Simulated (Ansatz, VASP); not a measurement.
**GaP in VASP and in Ansatz**

INCAR

```
  PREC = Accurate
  ENCUT = 520
  EDIFF = 1E-6
  ISMEAR = 0
  SIGMA = 0.05
  LREAL = False
  LASPH = True
  NELM = 60
  ALGO = Normal
  ISIF = 2
  LWAVE = False
  LCHARG = False
  GGA = PE
  NBANDS = 16
```

The input KPOINTS:

```
regular mesh
0
Gamma
  8 8 8
```

The input POSCAR:

```
GaP
1.0
    0.0000000000      2.7252500000      2.7252500000
    2.9977750000      0.0000000000      2.7252500000
    2.9977750000      2.7252500000      0.0000000000
Ga P
1 1
Direct
    0.0000000000      0.0000000000      0.0000000000
    0.7500000000      0.7500000000      0.7500000000
```

Input for Ansatz:

```yaml
crystal:
  lattice:
    - [0.0, 2.72525, 2.72525]
    - [2.997775, 0.0, 2.72525]
    - [2.997775, 2.72525, 0.0]
  atoms:
    - { symbol: Ga, position: [0.0, 0.0, 0.0] }
    - { symbol: P, position: [0.75, 0.75, 0.75] }
basis:
  ecutwfc: 420
kpoints:
  mp_grid: { grid: [8, 8, 8] }
hamiltonian:
  xc: pbe
scf:
  occupations: { method: gaussian, width: 0.05 }
output:
  forces: true
  stress: true
  eigenvalues: true
```

Change from the starting cell: strain +0.1000 x Voigt [1, 0, 0, 0, 0, 0], atoms carried along.

Alike in both runs: task single point; functional PBE; k mesh 8 × 8 × 8; occupations gaussian, width 0.05 eV; no spin polarisation.

|  | VASP | Ansatz |
| --- | --- | --- |
| version | VASP 6.6.1 | Ansatz 0.2.0 |
| potentials or method | VASP PAW PBE potentials, release 64 (Ga_d, P), cutoff 520 eV | scalar-relativistic, plane waves, PAW |
| valence electrons in the cell | 18 | 18 |

```csv
,VASP,Ansatz,Ansatz less VASP
gap on the k mesh at the Fermi level (eV),0.78,0.78,+0.004
least direct gap on the mesh (eV),0.78,0.78,+0.004
pressure (GPa),-4.4,-4.4,+0.04
"traceless stress, the component that is largest in VASP (GPa)",-5.19,-5.19,+0.001
```

The functional is the same, so the differences come from potentials, cutoffs and numerics.
